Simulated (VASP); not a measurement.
# TaSi2 (P6_222) in VASP: notebook

The runs below take TaSi2 through single point, with PBE, PBEsol+D4.

All numbers are computed with VASP 6.6.1; they aren't measurements. Logs are shortened: lines on timing, memory, paths and dates and some standing lists are left out, and cuts for length are marked.

### Step 1. The cell of the first run

It takes space group P6_222 (No. 180, hexagonal). Conventional cell: a = 4.814 Å, b = 4.814 Å, c = 6.578 Å, α = 90.00°, β = 90.00°, γ = 120.00°. Within 3.4 Å of Ta (site symmetry 222) lie 10 Si at 2.61 to 2.85 Å and 4 Ta at 3.26 Å. Within 3.4 Å of Si (site symmetry 2) lie 9 Si at 2.56 to 3.34 Å and 5 Ta at 2.61 to 2.85 Å.

### Step 2. Single point, PBE

File INCAR:

```
PREC = Accurate
ENCUT = 520
EDIFF = 1E-7
ISMEAR = -1
SIGMA = 0.05
LREAL = False
LASPH = True
NELM = 100
ALGO = Normal
ISIF = 2
LWAVE = False
LCHARG = True
GGA = PE
LELF = True
LVHAR = True
NBANDS = 38
```

File KPOINTS:

```
Automatic mesh
0
Gamma
  5 5 3
```

File POSCAR:

```
TaSi2
1.0
    4.8142400812      0.0000000000      0.0000000000
   -2.4071200406      4.1692542103      0.0000000000
    0.0000000000      0.0000000000      6.5778757662
Ta Si
3 6
Direct
    0.0000000000      0.5000000000      0.1666666667
    0.5000000000      0.5000000000      0.8333333333
    0.5000000000      0.0000000000      0.5000000000
    0.3172897266      0.1586448633      0.1666666667
    0.1586448633      0.8413551367      0.8333333333
    0.8413551367      0.6827102734      0.5000000000
    0.6827102734      0.8413551367      0.1666666667
    0.8413551367      0.1586448633      0.8333333333
    0.1586448633      0.3172897266      0.5000000000
```

Potentials or basis: VASP PAW PBE potentials, release 64 (Ta_pv, Si).

Run with:

```bash
$ cat potpaw_PBE.64/Ta_pv/POTCAR potpaw_PBE.64/Si/POTCAR > POTCAR
$ mpirun -np 1 vasp_std > vasp.out
```

OUTCAR:

```text
PREC = Accurate
   ENCUT = 520
   EDIFF = 1E-7
   ISMEAR = -1
   LREAL = False
   LASPH = True
   NELM = 100
   ISIF = 2
   GGA = PE

 ion  position               nearest neighbor table
   1  0.000  0.500  0.167-   6 2.61   9 2.61   8 2.61   5 2.61   4 2.75   7 2.75   4 2.75   7 2.75
                             7 2.85   4 2.85   3 3.26   3 3.26   2 3.26   2 3.26
   2  0.500  0.500  0.833-   6 2.61   9 2.61   7 2.61   4 2.61   5 2.75   8 2.75   5 2.75   8 2.75
                             8 2.85   5 2.85   3 3.26   3 3.26   1 3.26   1 3.26
   3  0.500  0.000  0.500-   4 2.61   7 2.61   5 2.61   8 2.61   9 2.75   6 2.75   9 2.75   6 2.75
                             9 2.85   6 2.85   2 3.26   1 3.26   2 3.26   1 3.26
   4  0.317  0.159  0.167-   9 2.56   5 2.56   3 2.61   2 2.61   7 2.65   1 2.75   1 2.75   1 2.85
                             7 2.85   7 2.85
   5  0.159  0.841  0.833-   6 2.56   4 2.56   3 2.61   1 2.61   8 2.65   2 2.75   2 2.75   2 2.85
                             8 2.85   8 2.85
   6  0.841  0.683  0.500-   5 2.56   7 2.56   1 2.61   2 2.61   9 2.65   3 2.75   3 2.75   3 2.85
                             9 2.85   9 2.85
   7  0.683  0.841  0.167-   6 2.56   8 2.56   3 2.61   2 2.61   4 2.65   1 2.75   1 2.75   1 2.85
                             4 2.85   4 2.85
   8  0.841  0.159  0.833-   9 2.56   7 2.56   3 2.61   1 2.61   5 2.65   2 2.75   2 2.75   2 2.85
                             5 2.85   5 2.85
   9  0.159  0.317  0.500-   8 2.56   4 2.56   1 2.61   2 2.61   6 2.65   3 2.75   3 2.75   3 2.85
                             6 2.85   6 2.85

  LATTYP: Found a hexagonal cell.
 ALAT       =     4.8142400812
 C/A-ratio  =     1.3663372942

  Lattice vectors:

 A1 = (   4.8142400812,   0.0000000000,   0.0000000000)
 A2 = (  -2.4071200406,   4.1692542103,   0.0000000000)
 A3 = (   0.0000000000,   0.0000000000,   6.5778757662)

Analysis of symmetry for initial positions (statically):
=====================================================================
 Subroutine PRICEL returns:
 Original cell was already a primitive cell.

 Routine SETGRP: Setting up the symmetry group for a
 hexagonal supercell.

 Subroutine GETGRP returns: Found 12 space group operations
 (whereof  4 operations were pure point group operations)
 out of a pool of 24 trial point group operations.

The static configuration has the point symmetry D_2 .
 The point group associated with its full space group is D_6 .

Analysis of symmetry for dynamics (positions and initial velocities):
=====================================================================
 Subroutine PRICEL returns:
 Original cell was already a primitive cell.

 Routine SETGRP: Setting up the symmetry group for a
 hexagonal supercell.

 Subroutine GETGRP returns: Found 12 space group operations
 (whereof  4 operations were pure point group operations)
 out of a pool of 24 trial point group operations.

The dynamic configuration has the point symmetry D_2 .
 The point group associated with its full space group is D_6 .

 Subroutine INISYM returns: Found 12 space group operations
 (whereof  4 operations are pure point group operations),
 and found     1 'primitive' translations

----------------------------------------------------------------------------------------

                                     Primitive cell

  volume of cell :     132.0297

  direct lattice vectors                    reciprocal lattice vectors
     4.814240081  0.000000000  0.000000000     0.207717102  0.119925525  0.000000000
    -2.407120041  4.169254210  0.000000000     0.000000000  0.239851050  0.000000000
     0.000000000  0.000000000  6.577875766     0.000000000  0.000000000  0.152024762

  length of vectors
     4.814240081  4.814240081  6.577875766     0.239851050  0.239851050  0.152024762

  position of ions in fractional coordinates (direct lattice)
     1.000000000  0.500000000  0.166666667
     0.500000000  0.500000000  0.833333333
     0.500000000  0.000000000  0.500000000
     0.317289727  0.158644863  0.166666667
     0.158644863  0.841355137  0.833333333
     0.841355137  0.682710273  0.500000000
     0.682710273  0.841355137  0.166666667
     0.841355137  0.158644863  0.833333333
     0.158644863  0.317289727  0.500000000

  ion indices of the primitive-cell ions
   primitive index   ion index
                 1           1
                 2           2
                 3           3
                 4           4
                 5           5
                 6           6
                 7           7
                 8           8
                 9           9

----------------------------------------------------------------------------------------

 KPOINTS: Automatic mesh

Automatic generation of k-mesh.
 Grid dimensions read from file:
 generate k-points for:    5    5    3

 Generating k-lattice:

  Cartesian coordinates                     Fractional coordinates (reciprocal lattice)
     0.041543420  0.023985105  0.000000000     0.200000000 -0.000000000  0.000000000
     0.000000000  0.047970210  0.000000000     0.000000000  0.200000000  0.000000000
     0.000000000  0.000000000  0.050674921     0.000000000  0.000000000  0.333333333

  Length of vectors
     0.047970210  0.047970210  0.050674921

  Shift w.r.t. Gamma in fractional coordinates (k-lattice)
     0.000000000  0.000000000  0.000000000

 Subroutine IBZKPT returns following result:
 ===========================================

 Found     10 irreducible k-points:

 Following reciprocal coordinates:
            Coordinates               Weight
  0.000000  0.000000  0.000000      1.000000
  0.200000 -0.000000  0.000000      6.000000
  0.400000 -0.000000  0.000000      6.000000
  0.200000  0.200000  0.000000      6.000000
  0.400000  0.200000  0.000000      6.000000
  0.000000  0.000000  0.333333      2.000000
  0.200000 -0.000000  0.333333     12.000000
  0.400000 -0.000000  0.333333     12.000000
  0.200000  0.200000  0.333333     12.000000
  0.400000  0.200000  0.333333     12.000000
   k-points           NKPTS =     10   k-points in BZ     NKDIM =     10   number of bands    NBANDS=     38
   number of dos      NEDOS =    301   number of ions     NIONS =      9
   total plane-waves  NPLWV =  64800
   dimension x,y,z NGX =    36 NGY =   36 NGZ =   50
   dimension x,y,z NGXF=    72 NGYF=   72 NGZF=  100
   ions per type =               3   6
   NGX,Y,Z   is equivalent  to a cutoff of  12.43, 12.43, 12.64 a.u.
   NGXF,Y,Z  is equivalent  to a cutoff of  24.86, 24.86, 25.27 a.u.
 SYSTEM =  unknown system
   PREC   = accura    normal or accurate (medium, high low for compatibility)
   ISTART =      0    job   : 0-new  1-cont  2-samecut
   ICHARG =      2    charge: 1-file 2-atom 10-const
   ISPIN  =      1    spin polarized calculation?
   LNONCOLLINEAR =      F non collinear calculations
   LSORBIT =      F    spin-orbit coupling
   LASPH  =      T    aspherical Exc in radial PAW
   ENCUT  =  520.0 eV  38.22 Ry    6.18 a.u.   8.95  8.95 12.23*2*pi/ulx,y,z
   NELM   =    100;   NELMIN=  2; NELMDL= -5     # of ELM steps
   EDIFF  = 0.1E-06   stopping-criterion for ELM
   LREAL  =      F    real-space projection
   EDIFFG = 0.1E-05   stopping-criterion for IOM
   NSW    =      0    number of steps for IOM
   IBRION =     -1    ionic relax: 0-MD 1-quasi-New 2-CG
   NFREE  =      0    steps in history (QN), initial steepest desc. (CG)
   ISIF   =      2    stress and relaxation
   ISYM   =      2    0-nonsym 1-usesym 2-fastsym
   POTIM  = 0.5000    time-step for ionic-motion
   TEBEG  =    0.0;   TEEND  =   0.0 temperature during run
   PSTRESS=    0.0 pullay stress
   NELECT =      57.0000    total number of electrons
   NUPDOWN=      -1.0000    fix difference up-down
   EMIN   =  10.00;   EMAX   =-10.00  energy-range for DOS
   EFERMI =   0.00;   METHOD = LEGACY
   ISMEAR =    -1;   SIGMA  =   0.05  broadening in eV -4-tet -1-fermi 0-gaus
   EFERMI_NEDOS =   21; number of points for ismear=-14 and -15
   IALGO  =     38    algorithm
   IMIX   =      4    mixing-type and parameters
     AMIX     =   0.40;   BMIX     =  1.00
     AMIX_MAG =   1.60;   BMIX_MAG =  1.00
  volume/ion in A,a.u.               =      14.67        99.00
  Fermi-wavevector in a.u.,A,eV,Ry     =   1.237302  2.338162 20.829393  1.530917
  Thomas-Fermi vector in A             =   2.371875
   LORBIT       =      0    0 simple, 1 ext, 2 COOP (PROOUT), +10 PAW based schemes
   GGA     = PE    functional components
   LHFCALC =     F    Hartree Fock is set to
   AEXX    =    0.0000 exact exchange contribution
   IVDW    =     0    specifies the selected vdW correction
   LEPSILON=     F    determine dielectric tensor
   LRPA    =     F    only Hartree local field effects (RPA)
 non-spin polarized calculation
  energy-cutoff  :      520.00
  volume of cell :      132.03
 maximum number of plane-waves:      3574
 NGX is ok and might be reduce to    36
   NGX = 17   NGY = 17   NGZ = 25

 number of electron      57.0000008 magnetization

 Free energy of the ion-electron system (eV)
  ---------------------------------------------------
  ext. energy  EPLUGINS =         0.00000000
  ---------------------------------------------------
  free energy    TOTEN  =       -72.22660630 eV

  energy without entropy =      -72.20020132  energy(sigma->0) =      -72.21340381

 E-fermi :   9.2111     XC(G=0): -12.0114

 val. band max:        9.1663929264   @ k =   0.4000   0.2000   0.3333
 cond. band min:       9.3165634117   @ k =   0.2000  -0.0000   0.3333
 fundamental gap:      0.1501704854
 Fermi energy:         9.2111245198

 k-point     1 :       0.0000    0.0000    0.0000
  band No.  band energies     occupation
      1     -25.1864      2.00000
      2     -25.1861      2.00000
      3     -25.1861      2.00000
      4     -25.1138      2.00000
      5     -25.1138      2.00000
      6     -25.0329      2.00000
[... 30 lines left out ...]
     37      13.0347      0.00000
     38      13.1843      0.00000
[... 367 lines left out ...]
     37      12.4937      0.00000
     38      12.6637      0.00000

------------------------ aborting loop because EDIFF is reached ----------------------------------------

  FORCE on cell =-STRESS in cart. coord.  units (eV):
  Direction    XX          YY          ZZ          XY          YZ          ZX
  --------------------------------------------------------------------------------------
  -------------------------------------------------------------------------------------
  Total        0.0941475      0.0941475      0.1204762      0.0000000      0.0000000      0.0000000
  in kB        1.1424774      1.1424774      1.4619752      0.0000000      0.0000000      0.0000000
  external PRESSURE =       1.2489767 kB  Pullay stress =       0.0000000 kB

 VOLUME and BASIS-vectors are now :
 -----------------------------------------------------------------------------
  energy-cutoff  :      520.00
  volume of cell :      132.03
      direct lattice vectors                 reciprocal lattice vectors
     4.814240081  0.000000000  0.000000000     0.207717102  0.119925525  0.000000000
    -2.407120041  4.169254210  0.000000000     0.000000000  0.239851050  0.000000000
     0.000000000  0.000000000  6.577875766     0.000000000  0.000000000  0.152024762

 POSITION                                       TOTAL-FORCE (eV/Angst)
 -----------------------------------------------------------------------------------
     -1.20356      2.08463      1.09631         0.000000      0.000000      0.000000
      1.20356      2.08463      5.48156         0.000000      0.000000      0.000000
      2.40712      0.00000      3.28894         0.000000      0.000000     -0.000000
      1.14563      0.66143      1.09631        -0.000787     -0.000454     -0.000000
     -1.26149      3.50782      5.48156        -0.000787      0.000454     -0.000000
      2.40712      2.84639      3.28894        -0.000000      0.000909     -0.000000
      1.26149      3.50782      1.09631         0.000787      0.000454     -0.000000
      3.66861      0.66143      5.48156         0.000787     -0.000454     -0.000000
     -0.00000      1.32286      3.28894         0.000000     -0.000909     -0.000000
 -----------------------------------------------------------------------------------
    total drift:                                0.000000     -0.000000     -0.000000

  FREE ENERGIE OF THE ION-ELECTRON SYSTEM (eV)
  ---------------------------------------------------
  free  energy   TOTEN  =       -72.2266062978 eV

  energy  without entropy=      -72.2002013197  energy(sigma->0) =      -72.21340381
```

It took 58 s on 1 thread of Intel Xeon Platinum 8259CL at 2.50GHz (Skylake/Cascade Lake), shared host; peak memory 0.25 GiB.

What came out:

| Quantity | Value |
| --- | --- |
| Free energy | -72.2266 eV |
| Pressure | 0.1 GPa |

Caveat: spin-orbit coupling is left out, which moves the levels of the heavy elements.

### Step 3. Single point, PBEsol+D4

This run uses another cell than the first one, of 14.11 Å³/atom, 0.962 times its volume.

File INCAR:

```
ALGO     = Normal         # electronic algorithm
EDIFF    = 1E-6           # SCF threshold, eV
ENCUT    = 520            # plane-wave cutoff, eV
GGA      = PS             # functional
ISIF     = 2              # what is computed and relaxed
ISMEAR   = -1             # smearing method
IVDW     = 13             # dispersion correction
LASPH    = True           # aspherical terms in the spheres
LCHARG   = True           # write CHGCAR
LELF     = True           # ELF
LREAL    = False          # projectors in reciprocal space
LVHAR    = True         
LWAVE    = False          # write WAVECAR
NBANDS   = 38             # bands
NELM     = 100            # most SCF steps
PREC     = Accurate       # precision mode
SIGMA    = 0.05           # smearing width, eV
```

File KPOINTS:

```
k-points
0
Gamma
  7 7 4
```

File POSCAR:

```
TaSi2
1.0
    4.7336731451      0.0000000000      0.0000000000
   -2.3668365725      4.0994811968      0.0000000000
    0.0000000000      0.0000000000      6.5428140000
Ta Si
3 6
Direct
    0.0000000000      0.5000000000      0.1666666667
    0.5000000000      0.5000000000      0.8333333333
    0.5000000000      0.0000000000      0.5000000000
    0.3193792563      0.1596896282      0.1666666667
    0.1596896282      0.8403103718      0.8333333333
    0.8403103718      0.6806207437      0.5000000000
    0.6806207437      0.8403103718      0.1666666667
    0.8403103718      0.1596896282      0.8333333333
    0.1596896282      0.3193792563      0.5000000000
```

Potentials or basis: VASP PAW PBE potentials, release 64 (Ta_pv, Si).

Run with:

```bash
$ cat potpaw_PBE.64/Ta_pv/POTCAR potpaw_PBE.64/Si/POTCAR > POTCAR
$ mpirun -np 1 vasp_std > vasp.out
```

Wall time 67 s (1 thread of Intel Xeon Platinum 8559C (Emerald Rapids), shared host); peak memory 0.28 GiB.

Results (log left out):

* Free energy: -79.6032 eV
* Pressure: 0.3 GPa
* Largest force: 0.011 eV/Å
* Dispersion energy per atom: -0.250 eV

Forces in eV/Å, atoms in the order of the input:
```
Ta   0.000  0.000  0.000
Ta   0.000  0.000  0.000
Ta   0.000  0.000  0.000
Si  -0.010 -0.006  0.000
Si  -0.010  0.006  0.000
Si   0.000  0.011  0.000
Si   0.010  0.006  0.000
Si   0.010 -0.006  0.000
Si   0.000 -0.011  0.000
```

Stress tensor (GPa, compression positive):
```
0.28 0.00 0.00
0.00 0.28 0.00
0.00 0.00 0.36
```

Levels at points of the mesh, in eV from the Fermi level:
```csv
k point,band 25,band 26,band 27,band 28,band 29,band 30,band 31,band 32,band 33,band 34
"(0.00, 0.00, 0.00)",-2.51,-2.37,-2.24,-2.24,-1.48,0.68,3.08,3.08,3.60,3.68
"(0.00, 0.00, 0.50)",-2.33,-1.93,-1.76,-1.76,1.10,1.10,2.77,2.77,3.50,3.55
```

Caveat: the PAW data sets were made with another functional, which shifts forces and pressure a little; spin-orbit coupling is left out, which moves the levels of the heavy elements; pairwise dispersion overbinds metals, which lowers pressure and volume.
